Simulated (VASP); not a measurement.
# SiO2 (Pnnm) in VASP: further runs, part 2 of 2

VASP 6.6.1. The steps go on from the part before.

## (3) Single point, PBE (atoms displaced along a vibrational mode, the cell strained)

File INCAR:

```
ALGO     = Normal         # electronic algorithm
EDIFF    = 1E-6           # SCF threshold, eV
ENCUT    = 520            # plane-wave cutoff, eV
GGA      = PE             # functional
ISIF     = 2              # what is computed and relaxed
ISMEAR   = 0              # smearing method
LASPH    = T              # aspherical terms in the spheres
LCHARG   = F              # write CHGCAR
LREAL    = F              # projectors in reciprocal space
LWAVE    = F              # write WAVECAR
NBANDS   = 25             # bands
NELM     = 100            # most SCF steps
PREC     = Accurate       # precision mode
SIGMA    = 0.05           # smearing width, eV
```

File KPOINTS:

```
k-points
0
Gamma
  6 6 8
```

File POSCAR:

```
SiO2
1.0
    4.2358788266      0.0000000000      0.0000000000
    0.0000000000      3.9393673087      0.0000000000
    0.0000000000      0.0000000000      2.6897743046
Si O
2 4
Direct
    0.5000000000      0.5000000000      0.5000000000
    0.0000000000      0.0000000000      0.0000000000
    0.6464385634      0.7395870220      0.0000000000
    0.1464385634      0.7604129780      0.5000000000
    0.3535614366      0.2604129780      0.0000000000
    0.8535614366      0.2395870220      0.5000000000
```

Potentials or basis: VASP PAW PBE potentials, release 64 (Si, O).

On the command line:

```
cat potpaw_PBE.64/Si/POTCAR potpaw_PBE.64/O/POTCAR > POTCAR
mpirun -np 1 vasp_std > vasp.out
```

OUTCAR:

```text
EDIFF = 1E-6
   ENCUT = 520
   GGA = PE
   ISIF = 2
   ISMEAR = 0
   LASPH = T
   LREAL = F
   NELM = 100
   PREC = Accurate

 ion  position               nearest neighbor table
   1  0.500  0.500  0.500-   3 1.76   5 1.76   3 1.76   5 1.76   4 1.82   6 1.82
   2  0.000  0.000  0.000-   4 1.76   6 1.76   4 1.76   6 1.76   5 1.82   3 1.82
   3  0.646  0.740  0.000-   1 1.76   1 1.76   2 1.82
   4  0.146  0.760  0.500-   2 1.76   2 1.76   1 1.82
   5  0.354  0.260  0.000-   1 1.76   1 1.76   2 1.82
   6  0.854  0.240  0.500-   2 1.76   2 1.76   1 1.82

  LATTYP: Found a simple orthorhombic cell.
 ALAT       =     2.6897743046
 B/A-ratio  =     1.4645716936
 C/A-ratio  =     1.5748082727

  Lattice vectors:

 A1 = (   0.0000000000,   0.0000000000,  -2.6897743046)
 A2 = (   0.0000000000,   3.9393673087,   0.0000000000)
 A3 = (   4.2358788266,   0.0000000000,   0.0000000000)

Analysis of symmetry for initial positions (statically):
=====================================================================
 Subroutine PRICEL returns:
 Original cell was already a primitive cell.

 Routine SETGRP: Setting up the symmetry group for a
 simple orthorhombic supercell.

 Subroutine GETGRP returns: Found  8 space group operations
 (whereof  4 operations were pure point group operations)
 out of a pool of  8 trial point group operations.

The static configuration has the point symmetry C_2h.
 The point group associated with its full space group is D_2h.

Analysis of symmetry for dynamics (positions and initial velocities):
=====================================================================
 Subroutine PRICEL returns:
 Original cell was already a primitive cell.

 Routine SETGRP: Setting up the symmetry group for a
 simple orthorhombic supercell.

 Subroutine GETGRP returns: Found  8 space group operations
[... 127 lines left out ...]
   ISMEAR =     0;   SIGMA  =   0.05  broadening in eV -4-tet -1-fermi 0-gaus
   EFERMI_NEDOS =   21; number of points for ismear=-14 and -15
   IALGO  =     38    algorithm
   IMIX   =      4    mixing-type and parameters
     AMIX     =   0.40;   BMIX     =  1.00
     AMIX_MAG =   1.60;   BMIX_MAG =  1.00
  volume/ion in A,a.u.               =       7.48        50.48
  Fermi-wavevector in a.u.,A,eV,Ry     =   1.462501  2.763726 29.101631  2.138910
  Thomas-Fermi vector in A             =   2.578707
   LORBIT       =      0    0 simple, 1 ext, 2 COOP (PROOUT), +10 PAW based schemes
   GGA     = PE    functional components
   LHFCALC =     F    Hartree Fock is set to
   AEXX    =    0.0000 exact exchange contribution
   IVDW    =     0    specifies the selected vdW correction
   LEPSILON=     F    determine dielectric tensor
   LRPA    =     F    only Hartree local field effects (RPA)
 non-spin polarized calculation
 Gauss-broadening in eV      SIGMA  =   0.05
  energy-cutoff  :      520.00
  volume of cell :       44.88
 maximum number of plane-waves:      1230
 NGX is ok and might be reduce to    32
   NGX = 15   NGY = 15   NGZ = 11

 number of electron      31.9999986 magnetization

 Free energy of the ion-electron system (eV)
  ---------------------------------------------------
  ext. energy  EPLUGINS =         0.00000000
  ---------------------------------------------------
  free energy    TOTEN  =       -45.59072390 eV

  energy without entropy =      -45.59072390  energy(sigma->0) =      -45.59072390

 E-fermi :   8.7429     XC(G=0): -12.5249

 val. band max:        8.4811583746   @ k =   0.0000   0.0000   0.0000
 cond. band min:      14.5459972850   @ k =   0.0000   0.0000   0.0000
 fundamental gap:      6.0648389104
 Fermi energy:         8.7428790844

 k-point     1 :       0.0000    0.0000    0.0000
  band No.  band energies     occupation
      1     -13.9585      2.00000
      2     -10.0674      2.00000
      3      -9.9928      2.00000
      4      -9.8956      2.00000
      5      -1.7923      2.00000
      6       1.5624      2.00000
[... 661 lines left out ...]
     24      21.4043      0.00000
     25      23.7685      0.00000

 [... further k-points ...]
[... 5 lines left out ...]
  --------------------------------------------------------------------------------------
  -------------------------------------------------------------------------------------
  Total        5.3143636      8.3191157      1.4955102      0.0000000      0.0000000      0.0000000
  in kB      189.7037881    296.9626984     53.3843684      0.0000000      0.0000000      0.0000000
  external PRESSURE =     180.0169516 kB  Pullay stress =       0.0000000 kB

 VOLUME and BASIS-vectors are now :
 -----------------------------------------------------------------------------
  energy-cutoff  :      520.00
  volume of cell :       44.88
      direct lattice vectors                 reciprocal lattice vectors
     4.235878827  0.000000000  0.000000000     0.236078519  0.000000000  0.000000000
     0.000000000  3.939367309  0.000000000     0.000000000  0.253847870  0.000000000
     0.000000000  0.000000000  2.689774305     0.000000000  0.000000000  0.371778405

 POSITION                                       TOTAL-FORCE (eV/Angst)
 -----------------------------------------------------------------------------------
      2.11794      1.96968      1.34489         0.000000     -0.000000      0.000000
      0.00000      0.00000      0.00000         0.000000     -0.000000      0.000000
      2.73824      2.91350      0.00000         1.271511     -0.342945     -0.000000
      0.62030      2.99555      1.34489         1.271511      0.342945      0.000000
      1.49764      1.02586      0.00000        -1.271511      0.342945      0.000000
      3.61558      0.94382      1.34489        -1.271511     -0.342945      0.000000
 -----------------------------------------------------------------------------------
    total drift:                                0.000000     -0.000000      0.000000

  FREE ENERGIE OF THE ION-ELECTRON SYSTEM (eV)
  ---------------------------------------------------
  free  energy   TOTEN  =       -45.5907239008 eV

  energy  without entropy=      -45.5907239008  energy(sigma->0) =      -45.59072390
```

OSZICAR:

```text
N       E                     dE             d eps       ncg     rms          rms(c)
DAV:   1     0.135062184014E+03    0.13506E+03   -0.17727E+04  4000   0.124E+03
DAV:   2    -0.436745149693E+02   -0.17874E+03   -0.17167E+03  5092   0.281E+02
DAV:   3    -0.502591293411E+02   -0.65846E+01   -0.65591E+01  5338   0.511E+01
DAV:   4    -0.502977540224E+02   -0.38625E-01   -0.38613E-01  4547   0.457E+00
DAV:   5    -0.502980387574E+02   -0.28473E-03   -0.28469E-03  5361   0.369E-01    0.177E+01
DAV:   6    -0.455424081690E+02    0.47556E+01   -0.13024E+01  5047   0.245E+01    0.818E+00
DAV:   7    -0.455714799270E+02   -0.29072E-01   -0.72259E-01  5040   0.515E+00    0.295E+00
DAV:   8    -0.455839889667E+02   -0.12509E-01   -0.23869E-02  4780   0.135E+00    0.111E+00
DAV:   9    -0.455905065604E+02   -0.65176E-02   -0.94276E-03  5182   0.822E-01    0.251E-01
DAV:  10    -0.455907296495E+02   -0.22309E-03   -0.46875E-04  4829   0.154E-01    0.480E-02
DAV:  11    -0.455907220903E+02    0.75592E-05   -0.66354E-05  5055   0.605E-02    0.981E-03
DAV:  12    -0.455907237270E+02   -0.16366E-05   -0.53595E-06  4860   0.169E-02    0.357E-03
DAV:  13    -0.455907239008E+02   -0.17389E-06   -0.81448E-07  3706   0.651E-03
   1 F= -.45590724E+02 E0= -.45590724E+02  d E =-.123517E-15
```

Wall time 32 s (1 thread of AMD EPYC 9R45 (Zen 5), shared host); peak memory 0.16 GiB.

What came out:

| Property | Result |
| --- | --- |
| Free energy | -45.5907 eV |
| Pressure | 18.0 GPa |
| Largest force | 1.317 eV/Å |
| Band gap on the k mesh | 6.06 eV |

Forces in eV/Å, atoms in the order of the input:
```
Si   0.000  0.000  0.000
Si   0.000  0.000  0.000
O    1.272 -0.343  0.000
O    1.272  0.343  0.000
O   -1.272  0.343  0.000
O   -1.272 -0.343  0.000
```

Caveat: the cell differs from its parent crystal (atoms displaced along a vibrational mode, the cell strained); the cell stands under pressure; forces of over 1 eV/Å act on the atoms, so gaps and moduli don't describe the material at rest. A k mesh can miss the band edges.

## (4) Single point, PBE (atoms displaced along a vibrational mode, the cell strained)

File INCAR:

```
SYSTEM = SiO2
PREC = Accurate
ENCUT = 520
EDIFF = 1E-6
ISMEAR = 0
SIGMA = 0.05
LREAL = .False.
LASPH = .True.
NELM = 100
ALGO = Normal
ISIF = 2
LWAVE = .False.
LCHARG = .False.
GGA = PE
NBANDS = 25
```

File KPOINTS:

```
regular mesh
0
Gamma
  6 6 8
  0 0 0
```

File POSCAR:

```
SiO2
1.0
    4.2358788266      0.0000000000      0.0000000000
    0.0000000000      3.9393673087      0.0000000000
    0.0000000000      0.0000000000      2.6897743046
Si O
2 4
Direct
    0.5000000000      0.5000000000      0.5000000000
    0.0000000000      0.0000000000      0.0000000000
    0.6930127927      0.6930127927      0.0000000000
    0.1930127927      0.8069872073      0.5000000000
    0.3069872073      0.3069872073      0.0000000000
    0.8069872073      0.1930127927      0.5000000000
```

Potentials or basis: VASP PAW PBE potentials, release 64 (Si, O).

On the command line:

```
cat potpaw_PBE.64/Si/POTCAR potpaw_PBE.64/O/POTCAR > POTCAR
mpirun -np 1 vasp_std > vasp.out
```

OUTCAR:

```text
SYSTEM = SiO2
   PREC = Accurate
   ENCUT = 520
   EDIFF = 1E-6
   ISMEAR = 0
   LREAL = .False.
   LASPH = .True.
   NELM = 100
   ISIF = 2
   GGA = PE

 ion  position               nearest neighbor table
   1  0.500  0.500  0.500-   3 1.75   5 1.75   3 1.75   5 1.75   4 1.78   6 1.78
   2  0.000  0.000  0.000-   4 1.75   6 1.75   4 1.75   6 1.75   5 1.78   3 1.78
   3  0.693  0.693  0.000-   1 1.75   1 1.75   2 1.78
   4  0.193  0.807  0.500-   2 1.75   2 1.75   1 1.78
   5  0.307  0.307  0.000-   1 1.75   1 1.75   2 1.78
   6  0.807  0.193  0.500-   2 1.75   2 1.75   1 1.78

[... 882 lines left out ...]
  -------------------------------------------------------------------------------------
  Total        4.2157640     11.1428452      4.6924148      0.0000000      0.0000000      0.0000000
  in kB      150.4877087    397.7597517    167.5024369      0.0000000      0.0000000      0.0000000
  external PRESSURE =     238.5832991 kB  Pullay stress =       0.0000000 kB

 VOLUME and BASIS-vectors are now :
 -----------------------------------------------------------------------------
  energy-cutoff  :      520.00
  volume of cell :       44.88
      direct lattice vectors                 reciprocal lattice vectors
     4.235878827  0.000000000  0.000000000     0.236078519  0.000000000  0.000000000
     0.000000000  3.939367309  0.000000000     0.000000000  0.253847870  0.000000000
     0.000000000  0.000000000  2.689774305     0.000000000  0.000000000  0.371778405

 POSITION                                       TOTAL-FORCE (eV/Angst)
 -----------------------------------------------------------------------------------
      2.11794      1.96968      1.34489         0.000000     -0.000000      0.000000
      0.00000      0.00000      0.00000         0.000000     -0.000000      0.000000
      2.93552      2.73003      0.00000         0.279418      0.619361      0.000000
      0.81758      3.17902      1.34489         0.279418     -0.619361     -0.000000
      1.30036      1.20934      0.00000        -0.279418     -0.619361     -0.000000
      3.41830      0.76035      1.34489        -0.279418      0.619361      0.000000
 -----------------------------------------------------------------------------------
    total drift:                                0.000000     -0.000000     -0.000000

  FREE ENERGIE OF THE ION-ELECTRON SYSTEM (eV)
  ---------------------------------------------------
  free  energy   TOTEN  =       -45.9109593045 eV

  energy  without entropy=      -45.9109593045  energy(sigma->0) =      -45.91095930
```

It took 30 s on 1 thread of AMD EPYC 9R45 (Zen 5), shared host; peak memory 0.16 GiB.

Results:

```yaml
Free_energy: -45.9110 eV
Pressure: 23.9 GPa
Largest_force: 0.679 eV/Å
Band_gap_on_the_k_mesh: 6.09 eV
```

Forces in eV/Å, atoms in the order of the input:
```
Si   0.000  0.000  0.000
Si   0.000  0.000  0.000
O    0.279  0.619  0.000
O    0.279 -0.619  0.000
O   -0.279 -0.619  0.000
O   -0.279  0.619  0.000
```

Levels at points of the mesh, in eV from the valence-band top:
```csv
k point,band 14,band 15,band 16,band 17,band 18,band 19
"(0.00, 0.00, 0.00)",-1.19,-0.53,0.00,6.09,6.35,7.99
"(0.50, 0.00, 0.00)",-2.77,-0.87,-0.87,7.80,7.80,9.12
"(0.00, 0.50, 0.00)",-3.01,-1.30,-1.30,7.92,7.92,8.88
"(0.50, 0.50, 0.00)",-2.76,-2.26,-2.26,7.53,7.53,10.01
"(0.00, 0.00, 0.50)",-3.32,-2.79,-2.79,9.60,9.60,12.86
"(0.50, 0.00, 0.50)",-2.40,-2.08,-2.08,8.80,8.80,10.34
"(0.00, 0.50, 0.50)",-2.14,-1.53,-1.53,9.54,9.54,10.64
"(0.50, 0.50, 0.50)",-1.74,-1.57,-1.57,7.77,7.77,10.81
```

Caveat: the cell differs from its parent crystal (atoms displaced along a vibrational mode, the cell strained); the cell stands under pressure.

## (5) Overview

| cell | gap on the mesh (eV) | pressure (GPa) | largest force (eV/Å) |
| --- | --- | --- | --- |
| as given, atomic positions A | 6.20 | 23.5 | 0.76 |
| as given, atomic positions B | 6.06 | 18.0 | 1.32 |
| as given, atomic positions C | 6.09 | 23.9 | 0.68 |

Alike in all rows: task single point; level PBE; potentials or basis VASP PAW PBE potentials, release 64 (Si, O); no spin polarisation; k mesh 6 × 6 × 8; cutoff (eV) 520; smearing gaussian 0.05 eV.

Caveats: the cell stands under pressure; forces of over 1 eV/Å act on the atoms, so gaps and moduli don't describe the material at rest (at least some runs).

Absolute energies hang on the potentials; compare differences alone.
